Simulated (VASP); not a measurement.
Wanted: the native input for a VASP 6.6.1 run.

| Quantity | Value |
| --- | --- |
| Task | single point |
| Functional | PBEsol |
| Potentials or basis | VASP PAW PBE potentials, release 64 (Zn, O) |
| Cutoff | 520 eV |
| k mesh | 9 × 9 × 5 |
| Occupations | fermi-dirac, width 0.05 eV |
| Spin | no spin polarisation |
| Dipole correction | no |
| Further INCAR settings | ALGO = Normal; EDIFF = 1e-07; NBANDS = 26 |

The structure of ZnO (zincite) lies in POSCAR:

```
ZnO
1.0
    3.2920669561      0.0000000000      0.0000000000
   -1.6460334781      2.8510136149      0.0000000000
    0.0000000000      0.0000000000      5.2742130269
Zn O
2 2
Direct
    0.6666666667      0.3333333333      0.0000000000
    0.3333333333      0.6666666667      0.5000000000
    0.3333333333      0.6666666667      0.8790100000
    0.6666666667      0.3333333333      0.3790100000
```

This cell differs from its parent crystal: volume scaled by 1.04.

One way to write it, as run:

INCAR

```
PREC     = Accurate       # precision mode
ENCUT    = 520            # plane-wave cutoff, eV
EDIFF    = 1E-7           # SCF threshold, eV
ISMEAR   = -1             # smearing method
SIGMA    = 0.05           # smearing width, eV
LREAL    = False          # projectors in reciprocal space
LASPH    = True           # aspherical terms in the spheres
NELM     = 80             # most SCF steps
ALGO     = Normal         # electronic algorithm
ISIF     = 2              # what is computed and relaxed
LWAVE    = False          # write WAVECAR
LCHARG   = False          # write CHGCAR
GGA      = PS             # functional
NBANDS   = 26             # bands
```

KPOINTS

```
Automatic mesh
0
Gamma
  9 9 5
```

Potentials or basis: VASP PAW PBE potentials, release 64 (Zn, O).

Run with:

```sh
$ cat potpaw_PBE.64/Zn/POTCAR potpaw_PBE.64/O/POTCAR > POTCAR
$ mpirun -np 1 vasp_std > vasp.out
```

It gave:

| Quantity | Value |
| --- | --- |
| Pressure | -5.6 GPa |
| Largest force | 0.052 eV/Å |
| Band gap on the k mesh | 0.63 eV, direct |

Caveat: the PAW data sets were made with another functional, which shifts forces and pressure a little.

Wall time 20 s on 1 thread of Intel(R) Xeon(R) 6975P-C (Granite Rapids), on a shared host, peak memory 0.18 GiB.
